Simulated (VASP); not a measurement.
# Pt: single point with PBEsol

Pt:

```
CELL_PARAMETERS angstrom
0.00000 1.95794 1.95794
1.95794 0.00000 1.95794
1.95794 1.95794 0.00000
ATOMIC_POSITIONS crystal
Pt 0.00000 0.00000 0.00000
```

```
Program             : VASP 6.6.1
Task                : single point
Functional          : PBEsol
Potentials or basis : VASP PAW PBE potentials, release 64 (Pt)
Cutoff              : 520 eV
k mesh              : 9 × 9 × 9
Occupations         : methfessel-paxton, width 0.05 eV
Spin                : no spin polarisation
```

```
Pressure               : -0.4 GPa
Band gap on the k mesh : zero (band 5 reaches 11.55 eV, above the bottom of band 6 at 9.46 eV)
```

Levels at points of the mesh, in eV from the Fermi level:
```
           k point  band 3  band 4  band 5  band 6  band 7  band 8
(0.00, 0.00, 0.00)   -3.86   -3.86   -1.66   -1.66   14.58   19.57
```

Wall time 9.1 s on 1 thread of Intel Xeon 8259CL (shared host), peak memory 0.14 GiB.

Caveat: the PAW data sets were made with another functional, which shifts forces and pressure a little; spin-orbit coupling is left out, which moves the levels of the heavy elements.
